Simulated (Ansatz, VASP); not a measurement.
# One calculation of Si, two programs

POSCAR

```
Si
1.0
    0.0000000000      2.7227277380      2.7227277380
    2.7227277380      0.0000000000      2.7227277380
    2.7227277380      2.7227277380      0.0000000000
Si
2
Direct
    0.5000000000      0.5000000000      0.5000000000
    0.7500000000      0.7500000000      0.7500000000
```

Contents of INCAR.step1:

```
  PREC = Accurate
  ENCUT = 520
  ISMEAR = 1
  SIGMA = 1.0
  LREAL = F
  LASPH = T
  NELM = 80
  NBANDS = 11
  GGA = PE
  ALGO = Normal
  EDIFF = 1E-4
  LWAVE = T
  LCHARG = F
```

INCAR.step2

```
  PREC = Accurate
  ENCUT = 520
  EDIFF = 1E-6
  ISMEAR = 1
  SIGMA = 1.0
  LREAL = F
  LASPH = T
  NELM = 80
  ALGO = Normal
  ISIF = 2
  LWAVE = F
  LCHARG = F
  METAGGA = R2SCAN
  LMIXTAU = T
  NBANDS = 11
  ISTART = 1
```

File KPOINTS:

```
regular mesh
0
Gamma
  10 10 10
```

Input for Ansatz:

```yaml
crystal:
  lattice:
    - [0.0, 2.722727738, 2.722727738]
    - [2.722727738, 0.0, 2.722727738]
    - [2.722727738, 2.722727738, 0.0]
  atoms:
    - { symbol: Si, position: [0.5, 0.5, 0.5] }
    - { symbol: Si, position: [0.75, 0.75, 0.75] }
hamiltonian:
  xc: r2scan
  pseudopotentials:
    kind: paw
    azcp:
      Si: "pseudopotentials/Si.paw.azcp"
basis:
  ecutwfc: 500
  fft_grid_basis: typed
kpoints:
  mp_grid: { grid: [10, 10, 10], shift: [0, 0, 0] }
magnetization:
  spin_polarized: false
scf:
  occupations: { method: cold, width: 1.0 }
  lower_state_search: "off"
output:
  stress: true
  write_density: true
  write_potential: true
  elf: true
  volumetric_format: npy
```

Alike in both runs: task single point; functional r2SCAN; k mesh 10 × 10 × 10; no spin polarisation.

|  | VASP | Ansatz |
| --- | --- | --- |
| version | VASP 6.6.1 | Ansatz 0.2.0 |
| potentials or method | VASP PAW PBE potentials, release 64 (Si), cutoff 520 eV | plane waves (500 eV) with PAW, scalar-relativistic |
| occupations | methfessel-paxton of order 1, width 1 eV | cold, width 1 eV |
| valence electrons in the cell | 8 | 8 |

|  | VASP | Ansatz | Ansatz less VASP |
| --- | --- | --- | --- |
| pressure (GPa) | -0.4 | -0.6 | -0.17 |

VASP's potentials were made for PBE, not for r2SCAN.
